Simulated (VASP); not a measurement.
# Zn: single point with r2SCANh+D4

Crystal: Zn.

```
Zn
1.0
     0.00000    2.00331    2.00331
     2.00331    0.00000    2.00331
     2.00331    2.00331    0.00000
Zn
1
Direct
  0.00000 0.00000 0.00000
```

This isn't the form of Zn at room conditions, which is hcp.

```
Program             : VASP 6.6.1
Task                : single point
Functional          : r2SCANh
Dispersion          : D4
Potentials or basis : VASP PAW PBE potentials, release 64 (Zn)
Cutoff              : 440 eV
k mesh              : 8 × 8 × 8
Occupations         : gaussian, width 0.02 eV
Spin                : no spin polarisation
```

```json
{"Pressure": "-8.2 GPa", "Band gap on the k mesh": "zero (bands 6 and 7 overlap by 4.05 eV)", "Dispersion energy per atom": "-0.123 eV"}
```

Levels at points of the mesh, in eV from the Fermi level:
```
           k point  band 3  band 4  band 5  band 6  band 7  band 8  band 9  band 10
(0.00, 0.00, 0.00)   -8.61   -8.61   -8.27   -8.27   19.30   19.30   19.30    19.89
(0.50, 0.00, 0.00)   -8.62   -8.00   -8.00   -2.90   -1.39   16.24   16.24    18.50
(0.50, 0.50, 0.00)   -8.02   -7.93   -7.93   -0.91    2.16    9.29    9.29    12.61
```

Run time: 37 min on 1 thread of Intel(R) Xeon(R) Platinum 8259CL CPU @ 2.50GHz (Skylake/Cascade Lake), with other jobs on the host, peak memory 0.14 GiB.

Caveat: the cell stands under tension; the PAW data sets were made with another functional, which shifts forces and pressure a little.
